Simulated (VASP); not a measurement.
The system is SiC.

```
CELL_PARAMETERS angstrom
3.07569 0.00000 0.00000
-1.53785 2.66363 0.00000
0.00000 0.00000 10.07065
ATOMIC_POSITIONS crystal
Si 0.00000 0.00000 0.18789
Si 0.00000 0.00000 0.68789
Si 0.33333 0.66667 0.43784
Si 0.66667 0.33333 0.93784
C 0.00000 0.00000 0.00046
C 0.00000 0.00000 0.50046
C 0.33333 0.66667 0.24980
C 0.66667 0.33333 0.74980
```

Base run:

```yaml
Program: VASP 6.6.1
Functional: revPBE
Potentials_or_basis: VASP PAW PBE potentials, release 64 (Si, C)
Cutoff: 520 eV
k_mesh: 10 × 10 × 3
Occupations: fermi-dirac, width 0.05 eV
Spin: no spin polarisation
```

Its results: band gap on the k mesh 2.23 eV (least direct gap 3.35 eV); pressure 6.0 GPa; largest force 0.009 eV/Å.

Q: After a change of settings the same cell gave: band gap on the k mesh 2.54 eV (least direct gap 3.65 eV); pressure 9.1 GPa; largest force 0.014 eV/Å. Which change was it?
A. functional from revPBE to BLYP
B. functional from revPBE to BLYP; dispersion from none to D3(BJ)
C. functional from revPBE to RPBE
D. functional from revPBE to PBE; k mesh from 10 × 10 × 3 to 3 × 3 × 1

A: A.

Caveats: the cell stands under pressure; the PAW data sets were made with another functional, which shifts forces and pressure a little; an odd mesh through Γ misses points on the zone boundary, where band edges can lie.
